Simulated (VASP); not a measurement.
# NaH3 (R-3m) in VASP: further runs, part 2 of 2

VASP 6.6.1.

## Step 3: Relaxation of cell and atoms, PBE

This run uses another cell than the first one, of 11.40 Å³/atom, 1.028 times its volume.

Contents of INCAR:

```
SYSTEM = NaH3
PREC = Accurate
ENCUT = 600
EDIFF = 1E-6
ISMEAR = 0
SIGMA = 0.1
LREAL = .FALSE.
LASPH = .TRUE.
NELM = 100
ALGO = Normal
ISIF = 3
LWAVE = .FALSE.
LCHARG = .FALSE.
GGA = PE
IBRION = 2
NSW = 90
EDIFFG = -0.04
```

Contents of KPOINTS:

```
Automatic mesh
0
G
  6 6 6
  0 0 0
```

Contents of POSCAR:

```
NaH3
1.0
    3.0434787016      1.7571532476      2.8417072054
   -3.0434787016      1.7571532476      2.8417072054
    0.0000000000     -3.5143064953      2.8417072054
Na H
2 6
Direct
    0.7500000000      0.7500000000      0.7500000000
    0.2500000000      0.2500000000      0.2500000000
    0.2365273826      0.4865273826      0.4865273826
    0.4865273826      0.2365273826      0.4865273826
    0.4865273826      0.4865273826      0.2365273826
    0.5134726174      0.5134726174      0.7634726174
    0.5134726174      0.7634726174      0.5134726174
    0.7634726174      0.5134726174      0.5134726174
```

Potentials or basis: VASP PAW PBE potentials, release 64 (Na_pv, H).

Launch:

```bash
$ cat potpaw_PBE.64/Na_pv/POTCAR potpaw_PBE.64/H/POTCAR > POTCAR
$ mpirun -np 1 vasp_std > vasp.out
```

OUTCAR:

```text
SYSTEM = NaH3
   PREC = Accurate
   ENCUT = 600
   EDIFF = 1E-6
   ISMEAR = 0
   LREAL = .FALSE.
   LASPH = .TRUE.
   NELM = 100
   ISIF = 3
   GGA = PE
   IBRION = 2
   NSW = 90
   EDIFFG = -0.04

 ion  position               nearest neighbor table
   1  0.750  0.750  0.750-   6 1.57   7 1.57   8 1.57
   2  0.250  0.250  0.250-   5 1.57   4 1.57   3 1.57
   3  0.237  0.487  0.487-   2 1.57
   4  0.487  0.237  0.487-   2 1.57
   5  0.487  0.487  0.237-   2 1.57
   6  0.513  0.513  0.763-   1 1.57
   7  0.513  0.763  0.513-   1 1.57
   8  0.763  0.513  0.513-   1 1.57

  LATTYP: Found a trigonal (rhomboedric) cell.
 ALAT       =     4.5194745252
 COS(alpha) =     0.0930264041

  Lattice vectors:

 A1 = (   3.0434787016,   1.7571532476,   2.8417072054)
 A2 = (  -3.0434787016,   1.7571532476,   2.8417072054)
 A3 = (   0.0000000000,  -3.5143064953,   2.8417072054)

Analysis of symmetry for initial positions (statically):
=====================================================================
 Subroutine PRICEL returns:
 Original cell was already a primitive cell.

 Routine SETGRP: Setting up the symmetry group for a
 trigonal (rhombohedral) supercell.

 Subroutine GETGRP returns: Found 12 space group operations
 (whereof 12 operations were pure point group operations)
 out of a pool of 12 trial point group operations.

The static configuration has the point symmetry D_3d.

Analysis of symmetry for dynamics (positions and initial velocities):
=====================================================================
 Subroutine PRICEL returns:
 Original cell was already a primitive cell.

 Routine SETGRP: Setting up the symmetry group for a
 trigonal (rhombohedral) supercell.

 Subroutine GETGRP returns: Found 12 space group operations
 (whereof 12 operations were pure point group operations)
 out of a pool of 12 trial point group operations.

The dynamic configuration has the point symmetry D_3d.

 Subroutine INISYM returns: Found 12 space group operations
 (whereof 12 operations are pure point group operations),
 and found     1 'primitive' translations

----------------------------------------------------------------------------------------

                                     Primitive cell

  volume of cell :      91.1823

  direct lattice vectors                    reciprocal lattice vectors
     3.043478702  1.757153248  2.841707205     0.164285690  0.094850388  0.117300379
    -3.043478702  1.757153248  2.841707205    -0.164285690  0.094850388  0.117300379
     0.000000000 -3.514306495  2.841707205     0.000000000 -0.189700775  0.117300379

  length of vectors
     4.519474525  4.519474525  4.519474525     0.223037582  0.223037582  0.223037582

  position of ions in fractional coordinates (direct lattice)
     0.750000000  0.750000000  0.750000000
     0.250000000  0.250000000  0.250000000
     0.236527383  0.486527383  0.486527383
     0.486527383  0.236527383  0.486527383
     0.486527383  0.486527383  0.236527383
     0.513472617  0.513472617  0.763472617
     0.513472617  0.763472617  0.513472617
     0.763472617  0.513472617  0.513472617

  ion indices of the primitive-cell ions
   primitive index   ion index
                 1           1
                 2           2
                 3           3
                 4           4
                 5           5
[... 78 lines left out ...]
   NSW    =     90    number of steps for IOM
   IBRION =      2    ionic relax: 0-MD 1-quasi-New 2-CG
   NFREE  =      1    steps in history (QN), initial steepest desc. (CG)
   ISIF   =      3    stress and relaxation
   ISYM   =      2    0-nonsym 1-usesym 2-fastsym
   POTIM  = 0.5000    time-step for ionic-motion
   TEBEG  =    0.0;   TEEND  =   0.0 temperature during run
   PSTRESS=    0.0 pullay stress
   NELECT =      20.0000    total number of electrons
   NUPDOWN=      -1.0000    fix difference up-down
   EMIN   =  10.00;   EMAX   =-10.00  energy-range for DOS
   EFERMI =   0.00;   METHOD = LEGACY
   ISMEAR =     0;   SIGMA  =   0.10  broadening in eV -4-tet -1-fermi 0-gaus
   EFERMI_NEDOS =   21; number of points for ismear=-14 and -15
   IALGO  =     38    algorithm
   IMIX   =      4    mixing-type and parameters
     AMIX     =   0.40;   BMIX     =  1.00
     AMIX_MAG =   1.60;   BMIX_MAG =  1.00
  volume/ion in A,a.u.               =      11.40        76.92
  Fermi-wavevector in a.u.,A,eV,Ry     =   0.987297  1.865722 13.262363  0.974756
  Thomas-Fermi vector in A             =   2.118741
   LORBIT       =      0    0 simple, 1 ext, 2 COOP (PROOUT), +10 PAW based schemes
   GGA     = PE    functional components
   LHFCALC =     F    Hartree Fock is set to
   AEXX    =    0.0000 exact exchange contribution
   IVDW    =     0    specifies the selected vdW correction
   LEPSILON=     F    determine dielectric tensor
   LRPA    =     F    only Hartree local field effects (RPA)
 conjugate gradient relaxation of ions
 non-spin polarized calculation
 Gauss-broadening in eV      SIGMA  =   0.10
  energy-cutoff  :      600.00
  volume of cell :       91.18
 maximum number of plane-waves:      3064
   NGX = 19   NGY = 19   NGZ = 19

--------------------------------------- Ionic step        1  -------------------------------------------

 number of electron      19.9999986 magnetization

 Free energy of the ion-electron system (eV)
  ---------------------------------------------------
  ext. energy  EPLUGINS =         0.00000000
  ---------------------------------------------------
  free energy    TOTEN  =       -12.89742513 eV

  energy without entropy =      -12.89290524  energy(sigma->0) =      -12.89516519

------------------------ aborting loop because EDIFF is reached ----------------------------------------

  FORCE on cell =-STRESS in cart. coord.  units (eV):
  Direction    XX          YY          ZZ          XY          YZ          ZX
  --------------------------------------------------------------------------------------
  -------------------------------------------------------------------------------------
  Total        0.3070765      0.3070765     19.6437453      0.0000000     -0.0000000      0.0000000
  in kB        5.3956859      5.3956859    345.1631237      0.0000000     -0.0000000      0.0000000
  external PRESSURE =     118.6514985 kB  Pullay stress =       0.0000000 kB
[... 107 lines left out ...]
  FREE ENERGIE OF THE ION-ELECTRON SYSTEM (eV)
  ---------------------------------------------------
  free  energy   TOTEN  =       -17.2136332366 eV

  energy  without entropy=      -17.2136332312  energy(sigma->0) =      -17.21363323

 E-fermi :   0.0169     XC(G=0):  -7.6993

 val. band max:       -0.4209285856   @ k =   0.5000   0.0000   0.0000
 cond. band min:       0.9792782684   @ k =   0.0000   0.0000   0.0000
 fundamental gap:      1.4002068540
 Fermi energy:         0.0169067081

 k-point     1 :       0.0000    0.0000    0.0000
  band No.  band energies     occupation
      1     -23.8502      2.00000
      2     -23.8502      2.00000
      3     -23.8226      2.00000
      4     -23.8200      2.00000
      5     -23.7838      2.00000
      6     -23.7838      2.00000
      7     -10.2418      2.00000
      8      -1.7969      2.00000
      9      -0.4526      2.00000
     10      -0.4526      2.00000
     11       0.9793      0.00000
     12       2.8645      0.00000
     13       2.8645      0.00000
     14       7.9950      0.00000
[... 403 lines left out ...]
      4     -23.8132      2.00000
      5     -23.7937      2.00000
      6     -23.7776      2.00000
      7      -9.7613      2.00000
      8      -3.3250      2.00000
      9      -1.7891      2.00000
     10      -1.5107      2.00000
     11       2.7743      0.00000
     12       3.6589      0.00000
     13       5.4263      0.00000
     14       5.7813      0.00000
     15       7.2659      0.00000

 [... further k-points ...]

[... ionic steps 4 to 20 ...]

--------------------------------------- Ionic step       21  -------------------------------------------

 number of electron      20.0000014 magnetization

------------------------ aborting loop because EDIFF is reached ----------------------------------------
[... 79 lines left out ...]
--------------------------------------- Ionic step       23  -------------------------------------------

 number of electron      20.0000012 magnetization

 Free energy of the ion-electron system (eV)
  ---------------------------------------------------
  ext. energy  EPLUGINS =         0.00000000
  ---------------------------------------------------
  free energy    TOTEN  =       -18.72765726 eV

  energy without entropy =      -18.72765726  energy(sigma->0) =      -18.72765726

 E-fermi :  -0.9226     XC(G=0):  -7.2115

 val. band max:       -1.3451633711   @ k =   0.0000   0.0000   0.0000
 cond. band min:       0.6847811229   @ k =   0.0000   0.0000   0.0000
 fundamental gap:      2.0299444940
 Fermi energy:        -0.9226236654

 k-point     1 :       0.0000    0.0000    0.0000
  band No.  band energies     occupation
      1     -24.1662      2.00000
      2     -24.1662      2.00000
      3     -24.1526      2.00000
      4     -24.1374      2.00000
      5     -24.1374      2.00000
      6     -24.1338      2.00000
      7     -10.3898      2.00000
      8      -1.7351      2.00000
      9      -1.3452      2.00000
     10      -1.3452      2.00000
     11       0.6848      0.00000
     12       2.6307      0.00000
     13       2.6307      0.00000
     14       6.4103      0.00000
[... 450 lines left out ...]
  FREE ENERGIE OF THE ION-ELECTRON SYSTEM (eV)
  ---------------------------------------------------
  free  energy   TOTEN  =       -18.7276572578 eV

  energy  without entropy=      -18.7276572578  energy(sigma->0) =      -18.72765726

 reached required accuracy - stopping structural energy minimisation
```

It took 6 min on 1 thread of Intel Xeon Platinum 8488C (Sapphire Rapids), shared host; peak memory 0.23 GiB.

Results:

```
Free energy                            : -18.7277 eV
Relaxed volume                         : 11.10 Å³/atom
Relaxed cell                           : a = 4.818 Å, b = 4.818 Å, c = 4.818 Å, α = 65.66°, β = 65.66°, γ = 65.66°
Space group after relaxing (to 0.05 Å) : R-3m (No. 166)
Energy gained by relaxing              : 728.8 meV/atom
Ionic steps                            : 23
Pressure after relaxing                : -0.2 GPa
Largest force after relaxing           : 0.039 eV/Å
Band gap on the k mesh                 : 2.03 eV, direct
```

Forces in eV/Å, atoms in the order of the input:
```
Na   0.000  0.000 -0.039
Na   0.000  0.000  0.039
H    0.011  0.006 -0.037
H   -0.011  0.006 -0.037
H    0.000 -0.013 -0.037
H    0.000  0.013  0.037
H    0.011 -0.006  0.037
H   -0.011 -0.006  0.037
```

Stress tensor (GPa, compression positive):
```
-0.19  0.00  0.00
 0.00 -0.19  0.00
 0.00  0.00 -0.29
```

The path:
```csv
step,energy change (eV),largest force (eV/Å),pressure (GPa),volume (Å³)
1,0.0000,8.1727,11.87,91.18
2,-4.3145,0.9283,-5.48,102.36
3,-4.3162,0.9266,-5.57,102.50
4,-4.8128,0.8784,-5.02,96.42
5,-5.6214,0.2373,0.65,79.46
6,-5.6223,0.0704,-0.32,81.08
7,-5.6253,0.1128,0.06,80.43
8,-5.6624,0.0938,0.01,80.03
9,-5.7119,0.1273,0.24,78.67
10,-5.7233,0.1410,0.35,78.97
11,-5.7408,0.1780,0.62,79.71
12,-5.7273,0.3536,1.27,81.14
13,-5.7435,0.2012,0.87,80.14
14,-5.7487,0.2018,0.73,80.52
15,-5.7620,0.2073,0.41,81.65
16,-5.7786,0.2153,-0.09,83.93
17,-5.7774,0.2716,-1.02,88.54
18,-5.7843,0.2165,-0.52,86.01
19,-5.7989,0.1907,-0.49,86.77
20,-5.8259,0.0854,-0.44,89.07
21,-5.8274,0.0411,-0.40,89.87
22,-5.8275,0.0506,-0.43,89.67
23,-5.8302,0.0394,-0.22,88.80
```

Final structure:
```xyz
8
Lattice="2.6121 1.5081 3.7572 -2.6121 1.5081 3.7572 0.0000 -3.0161 3.7572" Properties=species:S:1:pos:R:3 pbc="T T T"
Na    0.0000    0.0000    8.5223
Na    0.0000    0.0000    2.7493
H    -0.6648   -0.3838    5.0609
H     0.6648   -0.3838    5.0609
H     0.0000    0.7676    5.0609
H     0.0000   -0.7676    6.2107
H    -0.6648    0.3838    6.2107
H     0.6648    0.3838    6.2107
```
